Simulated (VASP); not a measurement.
Write the native input for VASP 6.6.1 that does the following.

| Item | Value |
| --- | --- |
| Task | single point |
| Functional | PBE |
| Potentials or basis | VASP PAW PBE potentials, release 64 (Pt, S) |
| Cutoff | 520 eV |
| k mesh | 12 × 12 × 6 |
| Occupations | gaussian, width 0.05 eV |
| Spin | no spin polarisation |
| Dipole correction | no |
| Further INCAR settings | ALGO = Normal; EDIFF = 1e-06; NBANDS = 18 |

The structure of PtS2 lies in POSCAR:

```
PtS2
1.0
    3.8737623894      0.0000000000      0.0000000000
   -1.9368811947      3.3547766374      0.0000000000
    0.0000000000      0.0000000000      6.4242475465
Pt S
1 2
Direct
    0.0000000000      0.0000000000      0.0000000000
    0.3333333333      0.6666666667      0.1662674211
    0.6666666667      0.3333333333      0.8337325789
```

This cell differs from its parent crystal: volume 27.829 Å^3 an atom, c/a of the conventional cell 1.6584.

These files were run (other wordings do the same):

INCAR

```
ALGO     = Normal         # electronic algorithm
EDIFF    = 1E-6           # SCF threshold, eV
ENCUT    = 520            # plane-wave cutoff, eV
GGA      = PE             # functional
ISIF     = 2              # what is computed and relaxed
ISMEAR   = 0              # smearing method
LASPH    = True           # aspherical terms in the spheres
LCHARG   = False          # write CHGCAR
LREAL    = False          # projectors in reciprocal space
LWAVE    = False          # write WAVECAR
NBANDS   = 18             # bands
NELM     = 80             # most SCF steps
PREC     = Accurate       # precision mode
SIGMA    = 0.05           # smearing width, eV
```

KPOINTS

```
k-points
0
Gamma
  12 12 6
```

Potentials or basis: VASP PAW PBE potentials, release 64 (Pt, S).

Run with:

```console
$ cat potpaw_PBE.64/Pt/POTCAR potpaw_PBE.64/S/POTCAR > POTCAR
$ mpirun -np 1 vasp_std > vasp.out
```

Results of the run:

```json
{"Pressure": "-7.4 GPa", "Largest force": "0.022 eV/Å", "Band gap on the k mesh": "0.96 eV, indirect (least direct gap 0.98 eV)"}
```

Caveat: spin-orbit coupling is left out, which moves the levels of the heavy elements; this functional lacks dispersion, which binds the layers, so the pressure and a relaxed spacing across them are unreliable.

Run time: 110 s on 1 thread of Intel(R) Xeon(R) Platinum 8488C (Sapphire Rapids), on a shared host, peak memory 0.29 GiB.
